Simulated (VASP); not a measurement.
Pd: single point with PBEsol

The system is Pd.

```
CELL_PARAMETERS angstrom
2.66257 0.00000 0.00000
-1.33129 2.30586 0.00000
0.00000 0.00000 2.48784
ATOMIC_POSITIONS crystal
Pd 0.00000 0.00000 0.00000
```

This isn't the form of Pd at room conditions, which is fcc.

- Program: VASP 6.6.1
- Task: single point
- Functional: PBEsol
- Potentials or basis: VASP PAW PBE potentials, release 64 (Pd)
- Cutoff: 520 eV
- k mesh: 9 × 9 × 8
- Occupations: gaussian, width 0.1 eV
- Spin: no spin polarisation
- Dipole correction: no
- Further INCAR settings: ALGO = Normal; EDIFF = 1e-07; NBANDS = 11

```json
{"Pressure": "5.5 GPa", "Band gap on the k mesh": "zero (bands 5 and 6 overlap by 2.58 eV)"}
```

Stress tensor (GPa, compression positive):
```
-2.11  0.00  0.00
 0.00 -2.11  0.00
 0.00  0.00 20.72
```

Levels at points of the mesh, in eV from the Fermi level:
```
           k point  band 3  band 4  band 5  band 6  band 7  band 8
(0.00, 0.00, 0.00)   -2.95   -2.95    0.10    0.10   17.08   17.38
(0.00, 0.00, 0.50)   -2.51   -1.80   -1.80   -0.11    5.76   20.58
```

Run time: 4.8 s on 1 thread of AMD EPYC 9R45 96-Core Processor (Zen 5) (shared host), peak memory 0.1 GiB.

Caveat: the stress differs along the axes, from -2 to 21 GPa; the PAW data sets were made with another functional, which shifts forces and pressure a little.
